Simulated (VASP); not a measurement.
## V: single point with PBEsol

The system is V.

```
CELL_PARAMETERS angstrom
0.00000 1.88454 1.88454
1.88454 0.00000 1.88454
1.88454 1.88454 0.00000
ATOMIC_POSITIONS crystal
V 0.00000 0.00000 0.00000
```

```json
{
  "Program": "VASP 6.6.1",
  "Task": "single point",
  "Functional": "PBEsol",
  "Potentials or basis": "VASP PAW PBE potentials, release 64 (V_sv)",
  "Cutoff": "520 eV",
  "k mesh": "20 × 20 × 20",
  "Occupations": "gaussian, width 0.1 eV",
  "Spin": "no spin polarisation",
  "Dipole correction": "no",
  "Further INCAR settings": "ALGO = Normal; EDIFF = 1e-06; NBANDS = 12"
}
```

- Pressure: 0.2 GPa

Levels at points of the mesh, in eV from the Fermi level:
```tsv
k point	band 3	band 4	band 5	band 6	band 7	band 8	band 9	band 10
(0.00, 0.00, 0.00)	-37.19	-37.19	-6.93	0.17	0.17	0.17	1.99	1.99
(0.50, 0.00, 0.00)	-37.31	-37.31	-3.44	0.03	0.03	0.90	3.24	3.24
(0.50, 0.50, 0.00)	-37.52	-37.52	-3.64	-2.75	3.20	3.57	3.57	3.57
```

Run time: 21 s on 1 thread of AMD EPYC 7R13 Processor (Zen 3), on a shared host, peak memory 0.12 GiB.

Caveat: the PAW data sets were made with another functional, which shifts forces and pressure a little.
